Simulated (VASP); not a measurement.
# Ni (Fm-3m) in VASP: a series of runs, part 2 of 2

VASP 6.6.1. The steps go on from the part before.

## Step 3: Single point, LDA, collinear spin, ferromagnetic start

This run uses another cell than the first one, of 10.04 Å³/atom.

INCAR

```
PREC = Accurate
ENCUT = 520
EDIFF = 1E-7
ISMEAR = 0
SIGMA = 0.1
LREAL = F
LASPH = T
NELM = 150
ALGO = Normal
ISIF = 2
LWAVE = F
LCHARG = F
ISPIN = 2
MAGMOM = 0.7
LORBIT = 11
LMAXMIX = 4
GGA = CA
ISYM = 0
NBANDS = 15
```

KPOINTS

```
regular mesh
0
Gamma
  14 14 20
```

POSCAR

```
Ni
1.0
    2.4211898352      0.0000000000      0.0000000000
    0.0000000000      2.4211898352      0.0000000000
    1.2105949176      1.2105949176      1.7120397510
Ni
1
Direct
    0.0000000000      0.0000000000      0.0000000000
```

Potentials or basis: VASP PAW LDA potentials, release 64 (Ni).

Command:

```bash
$ cat potpaw_LDA.64/Ni/POTCAR > POTCAR
$ mpirun -np 1 vasp_std > vasp.out
```

OUTCAR:

```text
PREC = Accurate
   ENCUT = 520
   EDIFF = 1E-7
   ISMEAR = 0
   LREAL = F
   LASPH = T
   NELM = 150
   ISIF = 2
   ISPIN = 2
   LORBIT = 11
   GGA = CA
   ISYM = 0

 ion  position               nearest neighbor table
   1  0.000  0.000  0.000-

IMPORTANT INFORMATION: All symmetrisations will be switched off!
NOSYMM: (Re-)initialisation of all symmetry stuff for point group C_1.

----------------------------------------------------------------------------------------

                                     Primitive cell
[... 1048 lines left out ...]
  -------------------------------------------------------------------------------------
  Total       -0.0260427     -0.0260427     -0.0186769      0.0040273      0.0024954      0.0024956
  in kB       -4.1574390     -4.1574294     -2.9815652      0.6429207      0.3983659      0.3984027
  external PRESSURE =      -3.7654779 kB  Pullay stress =       0.0000000 kB

 VOLUME and BASIS-vectors are now :
 -----------------------------------------------------------------------------
  energy-cutoff  :      520.00
  volume of cell :       10.04
      direct lattice vectors                 reciprocal lattice vectors
     2.421189835  0.000000000  0.000000000     0.413020072  0.000000000 -0.292049294
     0.000000000  2.421189835  0.000000000     0.000000000  0.413020072 -0.292049294
     1.210594918  1.210594918  1.712039751     0.000000000  0.000000000  0.584098587

 POSITION                                       TOTAL-FORCE (eV/Angst)
 -----------------------------------------------------------------------------------
      0.00000      0.00000      0.00000         0.000000      0.000000      0.000000
 -----------------------------------------------------------------------------------
    total drift:                                0.000000      0.000000      0.000000

  FREE ENERGIE OF THE ION-ELECTRON SYSTEM (eV)
  ---------------------------------------------------
  free  energy   TOTEN  =        -6.5834982823 eV

  energy  without entropy=       -6.5745299140  energy(sigma->0) =       -6.57901410

 total charge

# of ion       s       p       d       tot
------------------------------------------
    1        0.535   0.572   8.369   9.475

 magnetization (x)

# of ion       s       p       d       tot
------------------------------------------
    1       -0.006  -0.019   0.586   0.562
```

stdout:

```text
POSCAR found type information on POSCAR Ni
 POSCAR found :  1 types and       1 ions
 scaLAPACK will be used
 LDA part: xc-table for (Slater(with rela. corr.)+CA(PZ))
 , standard interpolation
 -----------------------------------------------------------------------------
|                                                                             |
|           W    W    AA    RRRRR   N    N  II  N    N   GGGG   !!!           |
|           W    W   A  A   R    R  NN   N  II  NN   N  G    G  !!!           |
|           W    W  A    A  R    R  N N  N  II  N N  N  G       !!!           |
|           W WW W  AAAAAA  RRRRR   N  N N  II  N  N N  G  GGG   !            |
|           WW  WW  A    A  R   R   N   NN  II  N   NN  G    G                |
|           W    W  A    A  R    R  N    N  II  N    N   GGGG   !!!           |
|                                                                             |
|     Your reciprocal lattice and k-lattice belong to different lattice       |
|     classes:                                                                |
|                                                                             |
|        The reciprocal lattice is body-centered cubic,                       |
|        whereas your k-lattice is base-centered monoclinic.                  |
|                                                                             |
|     Results are often still useful ...                                      |
|                                                                             |
 -----------------------------------------------------------------------------

 POSCAR, INCAR and KPOINTS ok, starting setup
 FFT: planning ... GRIDC
 FFT: planning ... GRID_SOFT
 FFT: planning ... GRID
 WAVECAR not read
 entering main loop
```

Wall time 18 min (1 thread of AMD EPYC 7R13, shared host); peak memory 0.48 GiB.

Results:

- Free energy: -6.5835 eV
- Pressure: -0.4 GPa
- Net moment: 0.56 μB per cell
- Site moments: Ni +0.56 μB
- Valence electrons inside the program's atomic spheres: Ni 9.47

Stress tensor (GPa, compression positive):
```
-0.42  0.06  0.04
 0.06 -0.42  0.04
 0.04  0.04 -0.30
```
